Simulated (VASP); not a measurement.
P:

```
P
1.0
     2.49975    0.00000    0.00000
     0.00000    2.49975    0.00000
     0.00000    0.00000    2.36891
P
1
Cartesian
  0.0000 0.0000 0.0000
```

The cell was built from a structure type or drawn by symmetry, and may not be a known phase.

| Property | Result |
| --- | --- |
| Program | VASP 6.6.1 |
| Task | relaxation of cell and atoms |
| Functional | PBE |
| Potentials or basis | VASP PAW PBE potentials, release 64 (P) |
| Cutoff | 600 eV |
| k mesh | 22 × 22 × 24 |
| Occupations | gaussian, width 0.1 eV |
| Spin | no spin polarisation |

At the start: pressure -0.8 GPa; volume 14.80 Å³/atom.

Problem. Where does the relaxation end?

Solution. Over 6 steps the energy falls by 18.2 meV/atom and the volume is 14.58 Å³/atom (-1.5 %); space group P4/mmm (No. 123, to 0.1 Å) before, Pm-3m (No. 221, to 0.1 Å).

Step by step:
| step | energy change (eV) | largest force (eV/Å) | pressure (GPa) | volume (Å³) |
| --- | --- | --- | --- | --- |
| 1 | 0.0000 | 0.0000 | -0.81 | 14.80 |
| 2 | -0.0179 | 0.0000 | -0.42 | 14.63 |
| 3 | -0.0181 | 0.0000 | -0.51 | 14.65 |
| 4 | -0.0181 | 0.0000 | -0.50 | 14.64 |
| 5 | -0.0182 | 0.0000 | 0.23 | 14.55 |
| 6 | -0.0182 | 0.0000 | 0.00 | 14.58 |

Final structure:
```
CELL_PARAMETERS angstrom
2.44464 0.00000 0.00000
0.00000 2.44464 0.00000
0.00000 0.00000 2.43927
ATOMIC_POSITIONS crystal
P 0.00000 0.00000 0.00000
```
